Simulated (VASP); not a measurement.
# AlNi (P1) in VASP: single point with LDA+U

Aim: the single point of AlNi with LDA+U.

Everything below comes from runs of VASP 6.6.1. Logs are shortened: lines on timing, memory, paths and dates and some standing lists are left out, and cuts for length are marked.

## (1) The cell of the first run

The typed cell holds 2 atoms: a = 2.881 Å, b = 2.881 Å, c = 2.881 Å, α = 90.00°, β = 90.00°, γ = 90.00°.

## (2) Single point, LDA+U, non-collinear spin, typed start (atoms moved at random)

File POSCAR:

```
AlNi
1.0
    2.8810000000      0.0000000000      0.0000000000
    0.0000000000      2.8810000000      0.0000000000
    0.0000000000      0.0000000000      2.8810000000
Ni Al
1 1
Direct
    0.4936520000      0.4688830000      0.5233440000
    0.0070480000      0.0150480000     -0.0151620000
```

File INCAR.step1:

```
SYSTEM = AlNi
PREC = Accurate
ENCUT = 520
EDIFF = 1E-7
ISMEAR = 1
SIGMA = 0.2
LREAL = .FALSE.
LASPH = .TRUE.
NELM = 150
ALGO = Fast
ISIF = 2
LWAVE = .FALSE.
LCHARG = .TRUE.
LNONCOLLINEAR = .TRUE.
MAGMOM = 0.271 0.284 0.175 0 0 0
LMAXMIX = 4
LDAU = .TRUE.
LDAUTYPE = 2
LDAUL = 2 -1
LDAUU = 5 0
LDAUJ = 0 0
LDAUPRINT = 1
GGA = CA
NBANDS = 25
```

File KPOINTS.step1:

```
regular mesh
0
G
  7 7 7
  0 0 0
```

File INCAR.step2:

```
SYSTEM = AlNi
PREC = Accurate
ENCUT = 520
EDIFF = 1E-7
ISMEAR = -5
SIGMA = 0.2
LREAL = .FALSE.
LASPH = .TRUE.
NELM = 150
ALGO = Fast
ISIF = 2
LWAVE = .FALSE.
LCHARG = .FALSE.
LNONCOLLINEAR = .TRUE.
MAGMOM = 0.271 0.284 0.175 0 0 0
LORBIT = 11
LMAXMIX = 4
LDAU = .TRUE.
LDAUTYPE = 2
LDAUL = 2 -1
LDAUU = 5 0
LDAUJ = 0 0
LDAUPRINT = 1
GGA = CA
NEDOS = 1001
ICHARG = 11
```

File KPOINTS.step2:

```
regular mesh
0
G
  11 11 11
  0 0 0
```

Potentials or basis: VASP PAW LDA potentials, release 64 (Ni, Al).

The run is started by

```sh
$ cat potpaw_LDA.64/Ni/POTCAR potpaw_LDA.64/Al/POTCAR > POTCAR
$ cp INCAR.step1 INCAR
$ cp KPOINTS.step1 KPOINTS
$ mpirun -np 1 vasp_ncl > vasp.out
$ cp INCAR.step2 INCAR
$ cp KPOINTS.step2 KPOINTS
$ mpirun -np 1 vasp_ncl > vasp.out
```

OUTCAR:

```text
SYSTEM = AlNi
   PREC = Accurate
   ENCUT = 520
   EDIFF = 1E-7
   ISMEAR = -5
   LREAL = .FALSE.
   LASPH = .TRUE.
   NELM = 150
   ISIF = 2
   LNONCOLLINEAR = .TRUE.
   LORBIT = 11
   GGA = CA
   ICHARG = 11

 ion  position               nearest neighbor table
   1  0.494  0.469  0.523-   2 2.33   2 2.38   2 2.47   2 2.49   2 2.51   2 2.54   2 2.62   2 2.66

   2  0.007  0.015  0.985-   1 2.33   1 2.38   1 2.47   1 2.49   1 2.51   1 2.54   1 2.62   1 2.66

  LATTYP: Found a simple cubic cell.
 ALAT       =     2.8810000000

  Lattice vectors:

 A1 = (   2.8810000000,   0.0000000000,   0.0000000000)
 A2 = (   0.0000000000,   2.8810000000,   0.0000000000)
 A3 = (   0.0000000000,   0.0000000000,   2.8810000000)

Analysis of symmetry for initial positions (statically):
=====================================================================
 Subroutine PRICEL returns:
 Original cell was already a primitive cell.

 Routine SETGRP: Setting up the symmetry group for a
 simple cubic supercell.

 Subroutine GETGRP returns: Found  1 space group operations
 (whereof  1 operations were pure point group operations)
 out of a pool of 48 trial point group operations.

The static configuration has the point symmetry C_1 .

Analysis of symmetry for dynamics (positions and initial velocities):
=====================================================================
 Subroutine PRICEL returns:
 Original cell was already a primitive cell.

 Routine SETGRP: Setting up the symmetry group for a
 simple cubic supercell.

 Subroutine GETGRP returns: Found  1 space group operations
 (whereof  1 operations were pure point group operations)
 out of a pool of 48 trial point group operations.

The dynamic configuration has the point symmetry C_1 .

Analysis of structural, dynamic, and magnetic symmetry:
=====================================================================
 Subroutine PRICEL returns:
 Original cell was already a primitive cell.

 Routine SETGRP: Setting up the symmetry group for a
 simple cubic supercell.

 Subroutine GETGRP returns: Found  1 space group operations
 (whereof  1 operations were pure point group operations)
 out of a pool of 48 trial point group operations.

The overall configuration has the point symmetry C_1 .

 Subroutine INISYM returns: Found  1 space group operations
 (whereof  1 operations are pure point group operations),
 and found     1 'primitive' translations

----------------------------------------------------------------------------------------

                                     Primitive cell

  volume of cell :      23.9128

  direct lattice vectors                    reciprocal lattice vectors
     2.881000000  0.000000000  0.000000000     0.347101701  0.000000000  0.000000000
     0.000000000  2.881000000  0.000000000     0.000000000  0.347101701  0.000000000
     0.000000000  0.000000000  2.881000000     0.000000000  0.000000000  0.347101701

  length of vectors
     2.881000000  2.881000000  2.881000000     0.347101701  0.347101701  0.347101701

  position of ions in fractional coordinates (direct lattice)
     0.493652000  0.468883000  0.523344000
     0.007048000  0.015048000  0.984838000

  ion indices of the primitive-cell ions
   primitive index   ion index
                 1           1
                 2           2

----------------------------------------------------------------------------------------

 KPOINTS: regular mesh

Automatic generation of k-mesh.
 Grid dimensions read from file:
 generate k-points for:   11   11   11

 Generating k-lattice:

  Cartesian coordinates                     Fractional coordinates (reciprocal lattice)
     0.031554700  0.000000000  0.000000000     0.090909091  0.000000000  0.000000000
[... 56 lines left out ...]
   LNONCOLLINEAR =      T non collinear calculations
   LSORBIT =      F    spin-orbit coupling
   LASPH  =      T    aspherical Exc in radial PAW
   ENCUT  =  520.0 eV  38.22 Ry    6.18 a.u.   5.36  5.36  5.36*2*pi/ulx,y,z
   NELM   =    150;   NELMIN=  2; NELMDL=  0     # of ELM steps
   EDIFF  = 0.1E-06   stopping-criterion for ELM
   LREAL  =      F    real-space projection
   EDIFFG = 0.1E-05   stopping-criterion for IOM
   NSW    =      0    number of steps for IOM
   IBRION =     -1    ionic relax: 0-MD 1-quasi-New 2-CG
   NFREE  =      0    steps in history (QN), initial steepest desc. (CG)
   ISIF   =      2    stress and relaxation
   ISYM   =      2    0-nonsym 1-usesym 2-fastsym
   POTIM  = 0.5000    time-step for ionic-motion
   TEBEG  =    0.0;   TEEND  =   0.0 temperature during run
   PSTRESS=    0.0 pullay stress
   NELECT =      13.0000    total number of electrons
   NUPDOWN=      -1.0000    fix difference up-down
   EMIN   =  10.00;   EMAX   =-10.00  energy-range for DOS
   EFERMI =   0.00;   METHOD = LEGACY
   ISMEAR =    -5;   SIGMA  =   0.20  broadening in eV -4-tet -1-fermi 0-gaus
   EFERMI_NEDOS =   21; number of points for ismear=-14 and -15
   IALGO  =     68    algorithm
   IMIX   =      4    mixing-type and parameters
     AMIX     =   0.40;   BMIX     =  1.00
     AMIX_MAG =   1.60;   BMIX_MAG =  1.00
  volume/ion in A,a.u.               =      11.96        80.69
  Fermi-wavevector in a.u.,A,eV,Ry     =   1.336122  2.524904 24.289410  1.785221
  Thomas-Fermi vector in A             =   2.464773
   LORBIT       =     11    0 simple, 1 ext, 2 COOP (PROOUT), +10 PAW based schemes
 LDA+U is selected, type is set to LDAUTYPE =  2
   angular momentum for each species LDAUL =     2   -1
   U (eV)           for each species LDAUU =   5.0  0.0
   J (eV)           for each species LDAUJ =   0.0  0.0
   GGA     = CA    functional components
   LHFCALC =     F    Hartree Fock is set to
   AEXX    =    0.0000 exact exchange contribution
   IVDW    =     0    specifies the selected vdW correction
   LEPSILON=     F    determine dielectric tensor
   LRPA    =     F    only Hartree local field effects (RPA)
 RMM-DIIS sequential band-by-band and
 Fermi weights with tetrahedron method with Bloechl corrections
  energy-cutoff  :      520.00
  volume of cell :       23.91
 maximum number of plane-waves:      1318
 NGX is ok and might be reduce to    24

atom =   1  type =  1  l = 2

 onsite density matrix

spin component  1

  0.8843 -0.0004  0.0002 -0.0015 -0.0000      0.0000 -0.0000 -0.0000  0.0000  0.0000
 -0.0004  0.8844  0.0003  0.0005 -0.0006      0.0000 -0.0000  0.0000 -0.0000 -0.0000
  0.0002  0.0003  0.8787  0.0001  0.0000      0.0000 -0.0000 -0.0000 -0.0000 -0.0000
 -0.0015  0.0005  0.0001  0.8843  0.0002     -0.0000  0.0000  0.0000  0.0000 -0.0000
 -0.0000 -0.0006  0.0000  0.0002  0.8787     -0.0000  0.0000  0.0000  0.0000  0.0000
[... 19 lines left out ...]
  0.8843 -0.0004  0.0002 -0.0015 -0.0000     -0.0000 -0.0000  0.0000 -0.0000 -0.0000
 -0.0004  0.8844  0.0003  0.0005 -0.0006      0.0000  0.0000  0.0000  0.0000  0.0000
  0.0002  0.0003  0.8787  0.0001  0.0000     -0.0000 -0.0000  0.0000 -0.0000 -0.0000
 -0.0015  0.0005  0.0001  0.8843  0.0002      0.0000 -0.0000  0.0000 -0.0000 -0.0000
 -0.0000 -0.0006  0.0000  0.0002  0.8787      0.0000 -0.0000  0.0000  0.0000 -0.0000

 occupancies and eigenvectors

  o =  0.8786  v =  0.0235  0.0987 -0.4917 -0.0139  0.6694  0.0105  0.0441 -0.2196 -0.0062  0.2989      0.0000 -0.0000  0.0001  0.0000 -0.0002  0.0112  0.0472 -0.2351 -0.0067  0.3199
  o =  0.8786  v = -0.0154 -0.0647  0.3215  0.0091 -0.4379  0.0161  0.0675 -0.3356 -0.0095  0.4568      0.0000 -0.0000 -0.0000  0.0000 -0.0000  0.0172  0.0723 -0.3597 -0.0102  0.4890
  o =  0.8787  v = -0.0360  0.0113  0.6740 -0.0363  0.4939 -0.0160  0.0050  0.2990 -0.0161  0.2195      0.0000  0.0000 -0.0001  0.0000  0.0000 -0.0173  0.0054  0.3229 -0.0174  0.2368
  o =  0.8787  v =  0.0236 -0.0074 -0.4402  0.0238 -0.3227 -0.0245  0.0077  0.4579 -0.0247  0.3358      0.0000  0.0000 -0.0000 -0.0000  0.0001 -0.0265  0.0083  0.4944 -0.0267  0.3624
  o =  0.8828  v = -0.5815  0.0365 -0.0429 -0.6037 -0.0291 -0.2611  0.0164 -0.0193 -0.2711 -0.0131      0.0000  0.0000  0.0000  0.0000 -0.0000 -0.2688  0.0169 -0.0198 -0.2791 -0.0134
  o =  0.8828  v = -0.3747  0.0235 -0.0277 -0.3890 -0.0188  0.4051 -0.0254  0.0300  0.4206  0.0203      0.0000 -0.0000 -0.0000  0.0000 -0.0000  0.4171 -0.0262  0.0309  0.4330  0.0209
  o =  0.8842  v = -0.2559 -0.7631 -0.0535  0.2000  0.0864 -0.1145 -0.3414 -0.0239  0.0895  0.0387      0.0000  0.0000  0.0000 -0.0000  0.0000 -0.1233 -0.3677 -0.0258  0.0964  0.0416
  o =  0.8842  v = -0.1682 -0.5017 -0.0352  0.1315  0.0569  0.1741  0.5193  0.0364 -0.1361 -0.0589      0.0000  0.0000 -0.0000  0.0000 -0.0000  0.1875  0.5592  0.0392 -0.1465 -0.0634
  o =  0.8861  v = -0.5455  0.3240  0.0048  0.5453 -0.0137 -0.2452  0.1456  0.0022  0.2451 -0.0062      0.0000 -0.0000  0.0000 -0.0000 -0.0000 -0.2595  0.1541  0.0023  0.2594 -0.0065
  o =  0.8861  v =  0.3570 -0.2120 -0.0032 -0.3569  0.0090 -0.3746  0.2225  0.0033  0.3745 -0.0094      0.0000 -0.0000 -0.0000  0.0000 -0.0000 -0.3966  0.2355  0.0035  0.3964 -0.0100

 number of electron      12.9999998 magnetization       0.0000234      0.0000245      0.0000149

 Free energy of the ion-electron system (eV)
  ---------------------------------------------------
  ext. energy  EPLUGINS =         0.00000000
  ---------------------------------------------------
  free energy    TOTEN  =        -9.19987660 eV

  energy without entropy =       -9.19987660  energy(sigma->0) =       -9.19987660

 E-fermi :   9.3202     XC(G=0): -12.2440

 val. band max:        9.2745477581   @ k =   0.2727  -0.3636   0.0909
 cond. band min:       9.3166367789   @ k =   0.3636  -0.1818   0.1818
 fundamental gap:      0.0420890207
 Fermi energy:         9.3202358617

 k-point     1 :       0.0000    0.0000    0.0000
  band No.  band energies     occupation
      1      -1.3551      1.00000
      2      -1.3551      1.00000
      3       5.5966      1.00000
      4       5.5966      1.00000
      5       5.6122      1.00000
      6       5.6122      1.00000
[... 541 lines left out ...]
     19      17.9596      0.00000
     20      17.9596      0.00000

 [... further k-points ...]

------------------------ aborting loop because EDIFF is reached ----------------------------------------

  FORCE on cell =-STRESS in cart. coord.  units (eV):
  Direction    XX          YY          ZZ          XY          YZ          ZX
  --------------------------------------------------------------------------------------
  -------------------------------------------------------------------------------------
  Total       -2.6494096     -2.7200034     -2.6986354      0.1012713     -0.2733513     -0.0866427
  in kB     -177.5128975   -182.2427492   -180.8110702      6.7852677    -18.3147913     -5.8051438
  external PRESSURE =    -180.1889056 kB  Pullay stress =       0.0000000 kB

 VOLUME and BASIS-vectors are now :
 -----------------------------------------------------------------------------
  energy-cutoff  :      520.00
  volume of cell :       23.91
      direct lattice vectors                 reciprocal lattice vectors
     2.881000000  0.000000000  0.000000000     0.347101701  0.000000000  0.000000000
     0.000000000  2.881000000  0.000000000     0.000000000  0.347101701  0.000000000
     0.000000000  0.000000000  2.881000000     0.000000000  0.000000000  0.347101701

 POSITION                                       TOTAL-FORCE (eV/Angst)
 -----------------------------------------------------------------------------------
      1.42221      1.35085      1.50775         0.186318      0.602947     -0.512801
      0.02031      0.04335      2.83732        -0.186318     -0.602947      0.512801
 -----------------------------------------------------------------------------------
    total drift:                               -0.000719     -0.003263      0.002581

  FREE ENERGIE OF THE ION-ELECTRON SYSTEM (eV)
  ---------------------------------------------------
  free  energy   TOTEN  =        -9.1998765982 eV

  energy  without entropy=       -9.1998765982  energy(sigma->0) =       -9.19987660

 total charge

# of ion       s       p       d       tot
------------------------------------------
    1        0.460   0.480   8.772   9.712
    2        0.394   0.408   0.000   0.802
--------------------------------------------------
tot          0.855   0.887   8.772  10.514

 magnetization (x)

# of ion       s       p       d       tot
------------------------------------------
    1       -0.000   0.000   0.000   0.000
    2        0.000   0.000   0.000   0.000
--------------------------------------------------
tot          0.000   0.000   0.000   0.000

 magnetization (y)

# of ion       s       p       d       tot
------------------------------------------
    1       -0.000   0.000   0.000   0.000
    2        0.000   0.000   0.000   0.000
--------------------------------------------------
tot          0.000   0.000   0.000   0.000

 magnetization (z)

# of ion       s       p       d       tot
------------------------------------------
    1       -0.000   0.000   0.000   0.000
    2        0.000   0.000   0.000   0.000
--------------------------------------------------
tot          0.000   0.000   0.000   0.000
```

Run time: 30 min. Hardware: 1 thread of Oxide Virtual Turin-like, shared host; peak memory 0.9 GiB.

Results:

| Item | Value |
| --- | --- |
| Net moment | 0.00 μB per cell |
| Valence electrons inside the program's atomic spheres | Ni 9.71; Al 0.80 |

Levels at points of the mesh, in eV from the Fermi level:
| k point | band 12 | band 13 | band 14 | band 15 | band 16 | band 17 |
| --- | --- | --- | --- | --- | --- | --- |
| (0.00, 0.00, 0.00) | -2.06 | 5.84 | 5.84 | 5.86 | 5.86 | 5.92 |

Moments on the atoms (μB; x, y, z):
```
Ni  0.00 0.00 0.00
Al  0.00 0.00 0.00
```

Caveat: the cell differs from its parent crystal (atoms moved at random); the U is typed as a test and isn't derived for this compound; tetrahedron occupations give inexact forces and stress in metals. The state reached can hang on the start; a lower one may exist.
